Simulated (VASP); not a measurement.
# Hf (P6_3/mmc) in VASP: further runs

Runs on Hf. Level: PBEsol. Tasks: single point.

All numbers are computed with VASP 6.6.1; they aren't measurements. Logs are shortened: lines on timing, memory, paths and dates and some standing lists are left out, and cuts for length are marked.

### Step 1. The cell of the first run

Symmetry: P6_3/mmc, No. 194, hexagonal system. Conventional cell: a = 3.101 Å, b = 3.101 Å, c = 5.134 Å, α = 90.00°, β = 90.00°, γ = 120.00°. Hf (site symmetry -6m2) has 12 Hf at 3.10 to 3.13 Å within 4.1 Å.

### Step 2. Single point, PBEsol (strain -0.030 along x and y, +0.015 along z)

INCAR

```
ALGO = Fast
EDIFF = 1E-7
ENCUT = 520
GGA = PS
ISIF = 2
ISMEAR = 0
LASPH = T
LCHARG = F
LREAL = F
LWAVE = F
NBANDS = 17
NELM = 60
PREC = Accurate
SIGMA = 0.15
```

KPOINTS

```
k-points
0
Gamma
  18 18 10
```

POSCAR

```
Hf
1.0
    3.1007975685      0.0000000000      0.0000000000
   -1.5503987842      2.6853694663      0.0000000000
    0.0000000000      0.0000000000      5.1336670000
Hf
2
Direct
    0.3333333333      0.6666666667      0.2500000000
    0.6666666667      0.3333333333      0.7500000000
```

Potentials or basis: VASP PAW PBE potentials, release 64 (Hf_pv).

Run with:

```bash
$ cat potpaw_PBE.64/Hf_pv/POTCAR > POTCAR
$ mpirun -np 1 vasp_std > vasp.out
```

OUTCAR:

```text
EDIFF = 1E-7
   ENCUT = 520
   GGA = PS
   ISIF = 2
   ISMEAR = 0
   LASPH = T
   LREAL = F
   NELM = 60
   PREC = Accurate

 ion  position               nearest neighbor table
   1  0.333  0.667  0.250-   2 3.13   2 3.13   2 3.13   2 3.13   2 3.13   2 3.13
   2  0.667  0.333  0.750-   1 3.13   1 3.13   1 3.13   1 3.13   1 3.13   1 3.13

  LATTYP: Found a hexagonal cell.
 ALAT       =     3.1007975685
 C/A-ratio  =     1.6555956610

  Lattice vectors:

 A1 = (   3.1007975685,   0.0000000000,   0.0000000000)
 A2 = (  -1.5503987842,   2.6853694663,   0.0000000000)
 A3 = (   0.0000000000,   0.0000000000,   5.1336670000)

Analysis of symmetry for initial positions (statically):
=====================================================================
 Subroutine PRICEL returns:
 Original cell was already a primitive cell.

 Routine SETGRP: Setting up the symmetry group for a
 hexagonal supercell.

 Subroutine GETGRP returns: Found 24 space group operations
 (whereof 12 operations were pure point group operations)
 out of a pool of 24 trial point group operations.

The static configuration has the point symmetry D_3d.
 The point group associated with its full space group is D_6h.

Analysis of symmetry for dynamics (positions and initial velocities):
=====================================================================
 Subroutine PRICEL returns:
 Original cell was already a primitive cell.

 Routine SETGRP: Setting up the symmetry group for a
 hexagonal supercell.

 Subroutine GETGRP returns: Found 24 space group operations
 (whereof 12 operations were pure point group operations)
 out of a pool of 24 trial point group operations.

The dynamic configuration has the point symmetry D_3d.
 The point group associated with its full space group is D_6h.

 Subroutine INISYM returns: Found 24 space group operations
 (whereof 12 operations are pure point group operations),
 and found     1 'primitive' translations

----------------------------------------------------------------------------------------

                                     Primitive cell

  volume of cell :      42.7470

  direct lattice vectors                    reciprocal lattice vectors
     3.100797568  0.000000000  0.000000000     0.322497673  0.186194118  0.000000000
[... 76 lines left out ...]
 SYSTEM =  unknown system
   PREC   = accura    normal or accurate (medium, high low for compatibility)
   ISTART =      0    job   : 0-new  1-cont  2-samecut
   ICHARG =      2    charge: 1-file 2-atom 10-const
   ISPIN  =      1    spin polarized calculation?
   LNONCOLLINEAR =      F non collinear calculations
   LSORBIT =      F    spin-orbit coupling
   LASPH  =      T    aspherical Exc in radial PAW
   ENCUT  =  520.0 eV  38.22 Ry    6.18 a.u.   5.77  5.77  9.55*2*pi/ulx,y,z
   NELM   =     60;   NELMIN=  2; NELMDL= -5     # of ELM steps
   EDIFF  = 0.1E-06   stopping-criterion for ELM
   LREAL  =      F    real-space projection
   EDIFFG = 0.1E-05   stopping-criterion for IOM
   NSW    =      0    number of steps for IOM
   IBRION =     -1    ionic relax: 0-MD 1-quasi-New 2-CG
   NFREE  =      0    steps in history (QN), initial steepest desc. (CG)
   ISIF   =      2    stress and relaxation
   ISYM   =      2    0-nonsym 1-usesym 2-fastsym
   POTIM  = 0.5000    time-step for ionic-motion
   TEBEG  =    0.0;   TEEND  =   0.0 temperature during run
   PSTRESS=    0.0 pullay stress
   NELECT =      20.0000    total number of electrons
   NUPDOWN=      -1.0000    fix difference up-down
   EMIN   =  10.00;   EMAX   =-10.00  energy-range for DOS
   EFERMI =   0.00;   METHOD = LEGACY
   ISMEAR =     0;   SIGMA  =   0.15  broadening in eV -4-tet -1-fermi 0-gaus
   EFERMI_NEDOS =   21; number of points for ismear=-14 and -15
   IALGO  =     68    algorithm
   IMIX   =      4    mixing-type and parameters
     AMIX     =   0.40;   BMIX     =  1.00
     AMIX_MAG =   1.60;   BMIX_MAG =  1.00
  volume/ion in A,a.u.               =      21.37       144.24
  Fermi-wavevector in a.u.,A,eV,Ry     =   1.270915  2.401681 21.976463  1.615224
  Thomas-Fermi vector in A             =   2.403876
   LORBIT       =      0    0 simple, 1 ext, 2 COOP (PROOUT), +10 PAW based schemes
   GGA     = PS    functional components
   LHFCALC =     F    Hartree Fock is set to
   AEXX    =    0.0000 exact exchange contribution
   IVDW    =     0    specifies the selected vdW correction
   LEPSILON=     F    determine dielectric tensor
   LRPA    =     F    only Hartree local field effects (RPA)
 non-spin polarized calculation
 RMM-DIIS sequential band-by-band and
 Gauss-broadening in eV      SIGMA  =   0.15
  energy-cutoff  :      520.00
  volume of cell :       42.75
 maximum number of plane-waves:      1172
 NGX is ok and might be reduce to    24
   NGX = 11   NGY = 11   NGZ = 19

 number of electron      20.0000000 magnetization

 Free energy of the ion-electron system (eV)
  ---------------------------------------------------
  ext. energy  EPLUGINS =         0.00000000
  ---------------------------------------------------
  free energy    TOTEN  =       -20.99062507 eV

  energy without entropy =      -20.97261761  energy(sigma->0) =      -20.98162134

 E-fermi :   5.0577     XC(G=0): -11.6012

 val. band max:        5.0551282508   @ k =   0.1111   0.1111   0.3000
 cond. band min:       5.0605095758   @ k =   0.3333   0.3333   0.3000
 fundamental gap:      0.0053813250
 Fermi energy:         5.0577204531

 k-point     1 :       0.0000    0.0000    0.0000
  band No.  band energies     occupation
      1     -25.8596      2.00000
      2     -24.9937      2.00000
      3     -24.9937      2.00000
      4     -24.9383      2.00000
      5     -24.8773      2.00000
      6     -24.8773      2.00000
[... 457 lines left out ...]
      4     -25.2576      2.00000
      5     -25.1442      2.00000
      6     -25.0676      2.00000
[... 9 lines left out ...]
     16      11.3085      0.00000
     17      12.4416      0.00000

 [... further k-points ...]
[... 5 lines left out ...]
  --------------------------------------------------------------------------------------
  -------------------------------------------------------------------------------------
  Total        0.7159194      0.7159194     -0.8113464      0.0000000      0.0000000      0.0000000
  in kB       26.8330200     26.8330200    -30.4096719      0.0000000      0.0000000      0.0000000
  external PRESSURE =       7.7521227 kB  Pullay stress =       0.0000000 kB

 VOLUME and BASIS-vectors are now :
 -----------------------------------------------------------------------------
  energy-cutoff  :      520.00
  volume of cell :       42.75
      direct lattice vectors                 reciprocal lattice vectors
     3.100797568  0.000000000  0.000000000     0.322497673  0.186194118  0.000000000
    -1.550398784  2.685369466  0.000000000     0.000000000  0.372388237  0.000000000
     0.000000000  0.000000000  5.133667000     0.000000000  0.000000000  0.194792533

 POSITION                                       TOTAL-FORCE (eV/Angst)
 -----------------------------------------------------------------------------------
     -0.00000      1.79025      1.28342         0.000000     -0.000000      0.000000
      1.55040      0.89512      3.85025        -0.000000      0.000000      0.000000
 -----------------------------------------------------------------------------------
    total drift:                               -0.000000      0.000000     -0.000000

  FREE ENERGIE OF THE ION-ELECTRON SYSTEM (eV)
  ---------------------------------------------------
  free  energy   TOTEN  =       -20.9906250665 eV

  energy  without entropy=      -20.9726176080  energy(sigma->0) =      -20.98162134
```

OSZICAR:

```text
N       E                     dE             d eps       ncg     rms          rms(c)
DAV:   1     0.490412908811E+02    0.49041E+02   -0.11460E+04  7580   0.113E+03
DAV:   2    -0.199071332657E+02   -0.68948E+02   -0.67274E+02  9844   0.249E+02
DAV:   3    -0.217084058170E+02   -0.18013E+01   -0.17863E+01  9672   0.268E+01
DAV:   4    -0.217219578583E+02   -0.13552E-01   -0.13545E-01  9649   0.280E+00
DAV:   5    -0.217220868682E+02   -0.12901E-03   -0.12899E-03  9673   0.240E-01    0.672E+01
RMM:   6    -0.211852524255E+02    0.53683E+00   -0.41889E-01  7586   0.383E+00    0.401E+01
RMM:   7    -0.209978438205E+02    0.18741E+00   -0.94951E-01  8560   0.577E+00    0.195E+00
RMM:   8    -0.209894965708E+02    0.83472E-02   -0.82475E-02  8231   0.199E+00    0.259E-01
RMM:   9    -0.209905244672E+02   -0.10279E-02   -0.11721E-02 10518   0.685E-01    0.382E-01
RMM:  10    -0.209906659183E+02   -0.14145E-03   -0.15933E-03 10847   0.245E-01    0.359E-01
RMM:  11    -0.209906333522E+02    0.32566E-04   -0.17718E-04  9333   0.898E-02    0.206E-01
RMM:  12    -0.209906542096E+02   -0.20857E-04   -0.18214E-04  8608   0.864E-02    0.258E-01
RMM:  13    -0.209906428218E+02    0.11388E-04   -0.14139E-05  9701   0.274E-02    0.271E-01
RMM:  14    -0.209906278003E+02    0.15022E-04   -0.14552E-05  8641   0.222E-02    0.128E-01
RMM:  15    -0.209906248989E+02    0.29014E-05   -0.86251E-06  8717   0.188E-02    0.455E-02
RMM:  16    -0.209906252177E+02   -0.31875E-06   -0.83188E-07 10888   0.660E-03    0.284E-02
RMM:  17    -0.209906249936E+02    0.22406E-06   -0.11968E-06  8632   0.721E-03    0.619E-04
RMM:  18    -0.209906250665E+02   -0.72865E-07   -0.14133E-07  6292   0.282E-03
   1 F= -.20990625E+02 E0= -.20981621E+02  d E =-.180075E-01
```

Run time: 60 s. Hardware: 1 thread of Intel Xeon 6975P-C (Granite Rapids), shared host; peak memory 0.25 GiB.

Results:

- Free energy: -20.9906 eV
- Pressure: 0.8 GPa
- Band gap on the k mesh: zero (band 10 reaches 6.09 eV, above the bottom of band 11 at 4.69 eV)

Stress tensor (GPa, compression positive):
```
 2.68  0.00  0.00
 0.00  2.68  0.00
 0.00  0.00 -3.04
```

Levels at points of the mesh, in eV from the Fermi level:
| k point | band 6 | band 7 | band 8 | band 9 | band 10 | band 11 | band 12 | band 13 | band 14 | band 15 |
| --- | --- | --- | --- | --- | --- | --- | --- | --- | --- | --- |
| (0.00, 0.00, 0.00) | -29.94 | -7.52 | -3.96 | 0.48 | 1.04 | 1.30 | 1.30 | 2.04 | 2.04 | 3.12 |
| (0.50, 0.00, 0.00) | -30.07 | -3.38 | -2.91 | -2.43 | -0.50 | 0.68 | 1.11 | 1.52 | 6.56 | 6.61 |
| (0.00, 0.00, 0.50) | -29.99 | -5.59 | -5.59 | -0.08 | -0.08 | 1.26 | 1.26 | 1.26 | 1.26 | 5.05 |
| (0.50, 0.00, 0.50) | -30.17 | -3.55 | -3.55 | -1.19 | -1.19 | 1.42 | 1.42 | 2.97 | 2.97 | 6.29 |

Caveat: the cell differs from its parent crystal (strain -0.030 along x and y, +0.015 along z); the PAW data sets were made with another functional, which shifts forces and pressure a little; spin-orbit coupling is left out, which moves the levels of the heavy elements.

### Step 3. Single point, PBEsol (strain -0.030 along x and y, +0.030 along z)

INCAR

```
PREC = Accurate ; ENCUT = 520
EDIFF = 1E-7 ; ISMEAR = 0
SIGMA = 0.15 ; LREAL = False
LASPH = True ; NELM = 100
ALGO = Fast ; ISIF = 2
LWAVE = False ; LCHARG = False
GGA = PS ; NBANDS = 17
```

KPOINTS

```
regular mesh
0
Gamma
  18 18 10
```

POSCAR: that of step 2 with these lines changed.

```diff
@@ -4,3 +4,3 @@
    -1.5503987842      2.6853694663      0.0000000000
-    0.0000000000      0.0000000000      5.1336670000
+    0.0000000000      0.0000000000      5.2095340000
 Hf
```

Potentials or basis: VASP PAW PBE potentials, release 64 (Hf_pv).

Run with:

```bash
$ cat potpaw_PBE.64/Hf_pv/POTCAR > POTCAR
$ mpirun -np 1 vasp_std > vasp.out
```

Wall time 60 s (1 thread of Intel Xeon 6975P-C (Granite Rapids), shared host); peak memory 0.26 GiB.

It converged, with:

```yaml
Free_energy: -20.9734 eV
Pressure: -0.9 GPa
Band_gap_on_the_k_mesh: zero (band 10 reaches 5.84 eV, above the bottom of band 11 at 4.56 eV)
```

Stress tensor (GPa, compression positive):
```
 1.54  0.00  0.00
 0.00  1.54  0.00
 0.00  0.00 -5.71
```

Levels at points of the mesh, in eV from the Fermi level:
| k point | band 6 | band 7 | band 8 | band 9 | band 10 | band 11 | band 12 | band 13 | band 14 | band 15 |
| --- | --- | --- | --- | --- | --- | --- | --- | --- | --- | --- |
| (0.00, 0.00, 0.00) | -29.97 | -7.47 | -3.95 | 0.32 | 0.90 | 1.33 | 1.33 | 2.02 | 2.02 | 3.21 |
| (0.50, 0.00, 0.00) | -30.11 | -3.33 | -2.85 | -2.39 | -0.46 | 0.59 | 1.22 | 1.42 | 6.44 | 6.57 |
| (0.00, 0.00, 0.50) | -30.02 | -5.61 | -5.61 | -0.14 | -0.14 | 1.32 | 1.32 | 1.32 | 1.32 | 4.99 |
| (0.50, 0.00, 0.50) | -30.20 | -3.49 | -3.49 | -1.20 | -1.20 | 1.39 | 1.39 | 3.01 | 3.01 | 6.13 |

Caveat: the cell differs from its parent crystal (strain -0.030 along x and y, +0.030 along z); the PAW data sets were made with another functional, which shifts forces and pressure a little; spin-orbit coupling is left out, which moves the levels of the heavy elements.
